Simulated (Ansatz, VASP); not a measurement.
**One calculation of CdS, two programs**

The input POSCAR:

```
CdS
1.0
    4.1500000000      0.0000000000      0.0000000000
   -2.0750000000      3.5940054257      0.0000000000
    0.0000000000      0.0000000000      6.7370000000
Cd S
2 2
Direct
    0.6666666667      0.3333333333      0.5000000000
    0.3333333333      0.6666666667      0.0000000000
    0.6666666667      0.3333333333      0.8750000000
    0.3333333333      0.6666666667      0.3750000000
```

The input INCAR.step1:

```
SYSTEM = CdS
PREC = Accurate ; ENCUT = 520
EDIFF = 1E-5 ; ISMEAR = -1
SIGMA = 0.05 ; LREAL = .FALSE.
LASPH = .TRUE. ; NELM = 60
ALGO = Normal ; ISIF = 2
LWAVE = .TRUE. ; LCHARG = .FALSE.
GGA = PE ; NBANDS = 26
```

File INCAR.step2:

```
SYSTEM = CdS
PREC = Accurate ; ENCUT = 520
EDIFF = 1E-7 ; ISMEAR = -1
SIGMA = 0.05 ; LREAL = .FALSE.
LASPH = .TRUE. ; NELM = 60
ALGO = Normal ; ISIF = 2
LWAVE = .FALSE. ; LCHARG = .FALSE.
GGA = PE ; LHFCALC = .TRUE.
AEXX = 0.25 ; HFSCREEN = 0.2
PRECFOCK = Normal ; ISTART = 1
NBANDS = 26
```

The input KPOINTS:

```
regular mesh
0
G
  4 4 2
  0 0 0
```

File input.yaml:

```yaml
crystal:
  lattice:
    - [4.15, 0.0, 0.0]
    - [-2.075, 3.5940054257, 0.0]
    - [0.0, 0.0, 6.737]
  atoms:
    - { symbol: Cd, position: [0.6666666667, 0.3333333333, 0.5] }
    - { symbol: Cd, position: [0.3333333333, 0.6666666667, 0.0] }
    - { symbol: S, position: [0.6666666667, 0.3333333333, 0.875] }
    - { symbol: S, position: [0.3333333333, 0.6666666667, 0.375] }
hamiltonian:
  xc: { exchange: pbe, correlation: pbe, exx: { coeff: 0.25, omega: 0.2 } }
  pseudopotentials: { kind: paw }
kpoints:
  mp_grid: { grid: [4, 4, 2] }
scf:
  occupations: { method: fermi_dirac, width: 0.05 }
output:
  forces: true
  stress: true
  eigenvalues: true
```

Alike in both runs: task single point; functional PBE-based screened hybrid; k mesh 4 × 4 × 2; occupations fermi-dirac, width 0.05 eV; no spin polarisation.

|  | VASP | Ansatz |
| --- | --- | --- |
| version | VASP 6.6.1 | Ansatz 0.2.0 |
| potentials or method | VASP PAW PBE potentials, release 64 (Cd, S) | Ansatz PAW |
| plane-wave cutoff (eV) | 520 | 420 |
| valence electrons in the cell | 36 | 52 |

VASP gave:

- gap on the k mesh at the Fermi level (eV): 2.25
- least direct gap on the mesh (eV): 2.25
- pressure (GPa): 1.3
- traceless stress, the component that is largest in VASP (GPa): 0.25
- rms of the force components (eV/Å): 0.036

Q: Which values does Ansatz return?

A: gap on the k mesh at the Fermi level (eV): 2.25; least direct gap on the mesh (eV): 2.25; pressure (GPa): 1.0; traceless stress, the component that is largest in VASP (GPa): 0.25; rms of the force components (eV/Å): 0.036.

VASP's potentials were made for PBE, not for PBE-based screened hybrid. Atom by atom the forces differ by 0.001 eV/Å (rms over components). The functional is the same, so the differences come from potentials, cutoffs and numerics. VASP's potentials hold 36 valence electrons a cell and Ansatz's 52, so a difference there can come from the potentials and not from the codes.

The k mesh is coarse, so the values compare programs but aren't converged.
